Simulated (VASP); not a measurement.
# C (P6/mmm) in VASP: further runs, part 2 of 2

VASP 6.6.1. The steps go on from the part before.

### 4 Single point, r2SCAN

This run uses another cell than the first one, of 8.12 Å³/atom.

The input, POSCAR:

```
C
1.0
    2.4360424192      0.0000000000      0.0000000000
   -1.2180212096      2.1096746197      0.0000000000
    0.0000000000      0.0000000000      3.1599503995
C
2
Direct
    0.3333333333      0.6666666667      0.0000000000
    0.6666666667      0.3333333333      0.0000000000
```

The input, INCAR.step1:

```
SYSTEM = C
PREC = Accurate
ENCUT = 520
ISMEAR = 0
SIGMA = 0.1
LREAL = .False.
LASPH = .True.
NELM = 100
NBANDS = 11
GGA = PE
ALGO = Normal
EDIFF = 1E-4
LWAVE = .True.
LCHARG = .False.
```

The input, INCAR.step2:

```
SYSTEM = C
PREC = Accurate
ENCUT = 520
EDIFF = 1E-6
ISMEAR = 0
SIGMA = 0.1
LREAL = .False.
LASPH = .True.
NELM = 100
ALGO = Normal
ISIF = 2
LWAVE = .False.
LCHARG = .True.
METAGGA = R2SCAN
LMIXTAU = .True.
LELF = .True.
LVHAR = .True.
NBANDS = 11
ISTART = 1
```

The input, KPOINTS:

```
Automatic mesh
0
Gamma
  24 24 14
  0 0 0
```

Run with:

```bash
cat potpaw_PBE.64/C/POTCAR > POTCAR
cp INCAR.step1 INCAR
mpirun -np 1 vasp_std > vasp.out
cp INCAR.step2 INCAR
mpirun -np 1 vasp_std > vasp.out
```

Run time: 3.3 min. Hardware: 1 thread of Intel Xeon 8259CL, shared host; peak memory 0.18 GiB.

The run converged. Its results:

```
Free energy            : -19.7896 eV
Pressure               : 10.7 GPa
Band gap on the k mesh : zero (bands 4 and 5 overlap by 1.98 eV)
```

Stress tensor (GPa, compression positive):
```
11.15  0.00  0.00
 0.00 11.15  0.00
 0.00  0.00  9.88
```

Levels at points of the mesh, in eV from the Fermi level:
```csv
k point,band 2,band 3,band 4,band 5,band 6,band 7
"(0.00, 0.00, 0.00)",-6.83,-3.23,-3.23,4.95,8.80,8.80
"(0.50, 0.00, 0.00)",-14.40,-6.94,-1.49,3.15,7.69,12.16
"(0.00, 0.00, 0.50)",-9.54,-3.16,-3.16,8.98,8.98,12.45
"(0.50, 0.00, 0.50)",-14.10,-6.84,-3.57,0.62,8.32,14.34
```

Caveat: the cell stands under pressure; the PAW data sets were made with another functional, which shifts forces and pressure a little.

### 5 Relaxation of cell and atoms, r2SCAN, target pressure 5 GPa, at which the enthalpy is minimised

This run uses another cell than the first one, of 8.41 Å³/atom.

The input, POSCAR:

```
C
1.0
    2.3866368769      0.0000000000      0.0000000000
   -1.1933184385      2.0668881650      0.0000000000
    0.0000000000      0.0000000000      3.4086886350
C
2
Direct
    0.3333333333      0.6666666667      0.0000000000
    0.6666666667      0.3333333333      0.0000000000
```

The input, INCAR.step1:

```
SYSTEM = C
ALGO = Normal ; EDIFF = 1E-4
ENCUT = 600 ; GGA = PE
ISMEAR = 0 ; LASPH = .True.
LCHARG = .False. ; LREAL = .False.
LWAVE = .True. ; NELM = 60
PREC = Accurate ; SIGMA = 0.1
```

The input, INCAR.step2:

```
SYSTEM = C
ALGO = Normal ; EDIFF = 1E-6
EDIFFG = -0.008 ; ENCUT = 600
IBRION = 2 ; ISIF = 3
ISMEAR = 0 ; ISTART = 1
LASPH = .True. ; LCHARG = .False.
LMIXTAU = .True. ; LREAL = .False.
LWAVE = .False. ; METAGGA = R2SCAN
NELM = 60 ; NSW = 70
PREC = Accurate ; PSTRESS = 50.0
SIGMA = 0.1
```

The input, KPOINTS:

```
k-points
0
Gamma
  18 18 12
  0 0 0
```

Run with:

```bash
cat potpaw_PBE.64/C/POTCAR > POTCAR
cp INCAR.step1 INCAR
mpirun -np 1 vasp_std > vasp.out
cp INCAR.step2 INCAR
mpirun -np 1 vasp_std > vasp.out
```

It took 17 min on 1 thread of Intel Xeon 8259CL, shared host; peak memory 0.15 GiB.

Results (log left out):

| Item | Value |
| --- | --- |
| Free energy | -19.8391 eV |
| Relaxed volume | 8.59 Å³/atom |
| Relaxed cell | a = 2.446 Å, b = 2.446 Å, c = 3.318 Å, α = 90.00°, β = 90.00°, γ = 120.00° |
| Space group after relaxing (to 0.1 Å) | P6/mmm (No. 191) |
| Energy change on relaxing (the run minimises the enthalpy) | -53.1 meV/atom |
| Ionic steps | 11 |
| Pressure after relaxing | 5.0 GPa |
| Band gap on the k mesh | zero (bands 4 and 5 overlap by 1.51 eV) |

The path:
```tsv
step	energy change (eV)	largest force (eV/Å)	pressure (GPa)	volume (Å³)
1	0.0000	0.0000	28.13	16.81
2	0.3185	0.0000	-36.65	19.89
3	-0.1189	0.0000	2.88	17.70
4	-0.1176	0.0000	4.25	17.64
5	-0.1171	0.0000	4.66	17.63
6	-0.1155	0.0000	4.74	17.55
7	-0.1102	0.0000	5.02	17.33
8	-0.0952	0.0000	5.68	16.88
9	-0.1059	0.0000	5.22	17.18
10	-0.1073	0.0000	3.96	17.23
11	-0.1062	0.0000	5.00	17.19
```

Final structure:
```
CELL_PARAMETERS angstrom
2.44604 0.00000 0.00000
-1.22302 2.11833 0.00000
0.00000 0.00000 3.31755
ATOMIC_POSITIONS crystal
C 0.33333 0.66667 0.00000
C 0.66667 0.33333 0.00000
```

Levels at points of the mesh, in eV from the Fermi level:
| k point | band 1 | band 2 | band 3 | band 4 | band 5 | band 6 | band 7 | band 8 |
| --- | --- | --- | --- | --- | --- | --- | --- | --- |
| (0.00, 0.00, 0.00) | -21.09 | -7.05 | -3.20 | -3.20 | 4.49 | 8.77 | 8.77 | 12.94 |
| (0.50, 0.00, 0.00) | -15.47 | -14.25 | -6.87 | -1.70 | 2.88 | 7.68 | 11.81 | 11.93 |
| (0.00, 0.00, 0.50) | -20.77 | -9.19 | -3.16 | -3.16 | 8.89 | 8.89 | 11.37 | 12.43 |
| (0.50, 0.00, 0.50) | -15.22 | -14.05 | -6.81 | -3.31 | 0.87 | 8.13 | 14.10 | 18.73 |

Caveat: the cell is relaxed towards a set pressure, so the run minimises the enthalpy, not the energy; the PAW data sets were made with another functional, which shifts forces and pressure a little.

### 6 Single point, r2SCAN

This run uses another cell than the first one.

The input, POSCAR:

```
C
1.0
    2.4559599779      0.0000000000      0.0000000000
   -1.2279799889      2.1269237315      0.0000000000
    0.0000000000      0.0000000000      8.5238459038
C
2
Direct
    0.3333333333      0.6666666667      0.0000000000
    0.6666666667      0.3333333333      0.0000000000
```

The input, INCAR.step1:

```
SYSTEM = C
PREC     = Accurate       ! precision mode
ENCUT    = 520            ! plane-wave cutoff, eV
ISMEAR   = 0              ! smearing method
SIGMA    = 0.1            ! smearing width, eV
LREAL    = .FALSE.        ! projectors in reciprocal space
LASPH    = .TRUE.         ! aspherical terms in the spheres
NELM     = 100            ! most SCF steps
NBANDS   = 11             ! bands
GGA      = PE             ! functional
ALGO     = Normal         ! electronic algorithm
EDIFF    = 1E-4           ! SCF threshold, eV
LWAVE    = .TRUE.         ! write WAVECAR
LCHARG   = .FALSE.        ! write CHGCAR
```

The input, INCAR.step2:

```
SYSTEM = C
PREC     = Accurate       ! precision mode
ENCUT    = 520            ! plane-wave cutoff, eV
EDIFF    = 1E-6           ! SCF threshold, eV
ISMEAR   = 0              ! smearing method
SIGMA    = 0.1            ! smearing width, eV
LREAL    = .FALSE.        ! projectors in reciprocal space
LASPH    = .TRUE.         ! aspherical terms in the spheres
NELM     = 100            ! most SCF steps
ALGO     = Normal         ! electronic algorithm
ISIF     = 2              ! what is computed and relaxed
LWAVE    = .FALSE.        ! write WAVECAR
LCHARG   = .TRUE.         ! write CHGCAR
METAGGA  = R2SCAN         ! meta-GGA
LMIXTAU  = .TRUE.       
LELF     = .TRUE.         ! ELF
LVHAR    = .TRUE.       
NBANDS   = 11             ! bands
ISTART   = 1
```

The input, KPOINTS:

```
regular mesh
0
G
  18 18 6
  0 0 0
```

Potentials or basis: VASP PAW PBE potentials, release 64 (C).

Run with:

```bash
cat potpaw_PBE.64/C/POTCAR > POTCAR
cp INCAR.step1 INCAR
mpirun -np 1 vasp_std > vasp.out
cp INCAR.step2 INCAR
mpirun -np 1 vasp_std > vasp.out
```

Run time: 3.8 min. Hardware: 1 thread of Intel Xeon Platinum 8375C at 2.90GHz (Ice Lake), shared host; peak memory 0.19 GiB.

Results (log left out):

```
Free energy            : -19.8413 eV
Band gap on the k mesh : zero (filled and empty bands touch)
```

Levels at points of the mesh, in eV from the Fermi level:
```
           k point  band 2  band 3  band 4  band 5  band 6  band 7
(0.00, 0.00, 0.00)   -8.15   -3.24   -3.24    3.38    5.82    7.32
(0.50, 0.00, 0.00)  -14.11   -6.85   -2.54    1.81    7.76   11.48
(0.00, 0.00, 0.50)   -8.15   -3.24   -3.24    4.13    4.19    8.71
(0.50, 0.00, 0.50)  -14.11   -6.85   -2.54    1.81    7.76   12.07
```

Caveat: the PAW data sets were made with another functional, which shifts forces and pressure a little.

### 7 Overview

| task | cell | k mesh | cutoff (eV) | gap on the mesh (eV) | pressure (GPa) |
| --- | --- | --- | --- | --- | --- |
| single point | a = 2.395, b = 2.395, c = 2.732 Å, angles 90.0, 90.0, 120.0°, 2 atoms | 24 × 24 × 14 | 520 | none | 40.9 |
| single point | a = 2.420, b = 2.420, c = 2.971 Å, angles 90.0, 90.0, 120.0°, 2 atoms | 24 × 24 × 14 | 520 | none | 20.8 |
| single point | a = 2.436, b = 2.436, c = 3.160 Å, angles 90.0, 90.0, 120.0°, 2 atoms | 24 × 24 × 14 | 520 | none | 10.7 |
| relaxation of cell and atoms | relaxed to 5 GPa from a = 2.387, b = 2.387, c = 3.409 Å, angles 90.0, 90.0, 120.0°, 2 atoms | 18 × 18 × 12 | 600 | none | 5.0 |
| single point | a = 2.456, b = 2.456, c = 8.524 Å, angles 90.0, 90.0, 120.0°, 2 atoms | 18 × 18 × 6 | 520 | none | - |

Alike in all rows: level r2SCAN; potentials or basis VASP PAW PBE potentials, release 64 (C); no spin polarisation; smearing gaussian 0.1 eV.

Caveats: the PAW data sets were made with another functional, which shifts forces and pressure a little; the cell stands under pressure (at least some runs); the cell is relaxed towards a set pressure, so the run minimises the enthalpy, not the energy (at least some runs).

Total energies depend on the potentials used, so only differences within one code and one set of settings carry meaning.
